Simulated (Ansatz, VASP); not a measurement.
**AlSn: VASP beside Ansatz**

```
Sn Al
1.0
     4.16993    0.00000    0.00000
    -2.08496    3.61126    0.00000
     0.00000    0.00000    3.28465
Sn Al
1 1
Cartesian
  0.0000 2.4075 1.6423
  0.0000 0.0000 0.0000
```

Alike in both runs: task single point; functional PBE; k mesh 7 × 7 × 8; occupations fermi-dirac, width 0.05 eV; no spin polarisation.

|  | VASP | Ansatz |
| --- | --- | --- |
| version | VASP 6.6.1 | Ansatz 0.2.0 |
| potentials or method | VASP PAW PBE potentials, release 64 (Sn_d, Al) | Ansatz PAW |
| plane-wave cutoff (eV) | 520 | 420 |
| valence electrons in the cell | 17 | 17 |

```csv
,VASP,Ansatz,Ansatz less VASP
gap on the k mesh at the Fermi level (eV),none,none,-
pressure (GPa),1.3,1.3,+0.05
"traceless stress, the component that is largest in VASP (GPa)",0.41,0.41,+0.004
```

A gap of «none» marks a metal or a gap that the smearing closes. The functional is the same, so the differences come from potentials, cutoffs and numerics.
